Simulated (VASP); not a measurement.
Wanted: the native input for a VASP 6.6.1 run.

```yaml
Task: single point
Functional: r2SCAN
Potentials_or_basis: VASP PAW PBE potentials, release 64 (Na_pv, I)
Cutoff: 520 eV
k_mesh: 6 × 6 × 6
Occupations: fermi-dirac, width 0.02 eV
Spin: no spin polarisation
Dipole_correction: no
Further_INCAR_settings: ALGO = Normal; EDIFF = 1e-06; NBANDS = 22
```

NaI:

```
Na I
1.0
    -2.21451    2.21451    8.28013
     2.21451   -2.21451    8.28013
     2.21451    2.21451   -8.28013
Na I
2 2
Cartesian
  2.2145 0.0000 4.1401
  0.0000 0.0000 8.2801
  0.0000 2.2145 4.1401
  0.0000 0.0000 0.0000
```

These files were run (other wordings do the same):

POSCAR

```
NaI
1.0
   -2.2145130000      2.2145130000      8.2801342800
    2.2145130000     -2.2145130000      8.2801342800
    2.2145130000      2.2145130000     -8.2801342800
Na I
2 2
Direct
    0.2500000000      0.7500000000      0.5000000000
    0.5000000000      0.5000000000      0.0000000000
    0.7500000000      0.2500000000      0.5000000000
    0.0000000000      0.0000000000      0.0000000000
```

INCAR.step1

```
PREC = Accurate
ENCUT = 520
ISMEAR = -1
SIGMA = 0.02
LREAL = F
LASPH = T
NELM = 80
NBANDS = 22
GGA = PE
ALGO = Normal
EDIFF = 1E-4
LWAVE = T
LCHARG = F
```

INCAR.step2

```
PREC = Accurate
ENCUT = 520
EDIFF = 1E-6
ISMEAR = -1
SIGMA = 0.02
LREAL = F
LASPH = T
NELM = 80
ALGO = Normal
ISIF = 2
LWAVE = F
LCHARG = F
METAGGA = R2SCAN
LMIXTAU = T
NBANDS = 22
ISTART = 1
```

KPOINTS

```
Automatic mesh
0
Gamma
  6 6 6
```

Potentials or basis: VASP PAW PBE potentials, release 64 (Na_pv, I).

Command:

```bash
$ cat potpaw_PBE.64/Na_pv/POTCAR potpaw_PBE.64/I/POTCAR > POTCAR
$ cp INCAR.step1 INCAR
$ mpirun -np 1 vasp_std > vasp.out
$ cp INCAR.step2 INCAR
$ mpirun -np 1 vasp_std > vasp.out
```

Results of the run:

The pressure is -0.3 GPa and the band gap on the k mesh is 3.67 eV (least direct gap 3.71 eV).

Caveat: the PAW data sets were made with another functional, which shifts forces and pressure a little; spin-orbit coupling is left out, which moves the levels of the heavy elements.

Wall time 34 min on 1 thread of Intel(R) Xeon(R) Platinum 8259CL CPU @ 2.50GHz (Skylake/Cascade Lake), on a shared host, peak memory 0.8 GiB.
